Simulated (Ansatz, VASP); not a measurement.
# One calculation of Na6Bi, two programs

```xyz
7
Lattice="3.7025 0.0000 0.0000 -1.8512 3.2064 0.0000 0.0000 0.0000 20.6023" Properties=species:S:1:pos:R:3 pbc="T T T"
Na    0.0000    2.1376   12.8367
Na    1.8512    1.0688   16.0028
Na    0.0000    2.1376   19.0794
Na    1.8512    1.0688    1.5229
Na    0.0000    2.1376    4.5995
Na    1.8512    1.0688    7.7657
Bi    0.0000    0.0000   10.3012
```

Alike in both runs: task relaxation of cell and atoms; functional PBE; k mesh 12 × 12 × 2; occupations gaussian, width 0.1 eV; no spin polarisation.

|  | VASP | Ansatz |
| --- | --- | --- |
| version | VASP 6.6.1 | Ansatz 0.2.0 |
| potentials or method | VASP PAW PBE potentials, release 64 (Na_pv, Bi_d), cutoff 500 eV | scalar-relativistic, plane waves, PAW |
| valence electrons in the cell | 57 | 69 |

|  | VASP | Ansatz | Ansatz less VASP |
| --- | --- | --- | --- |
| gap on the k mesh at the Fermi level, each at its own relaxed structure (eV) | none | none | - |
| relaxed volume (Å³/atom) | 34.94 | 34.94 | 0.000 |
| relaxed length of the cell vector where the two differ most in proportion (Å) | 3.702 | 3.702 | 0.0000 |

A gap of «none» marks a metal or a gap that the smearing closes. VASP's potentials hold 57 valence electrons a cell and Ansatz's 69, so a difference there can come from the potentials and not from the codes.

Neither program's run includes spin-orbit coupling. Noted on VASP's run: the relaxation stopped at its first step, so nothing moved.
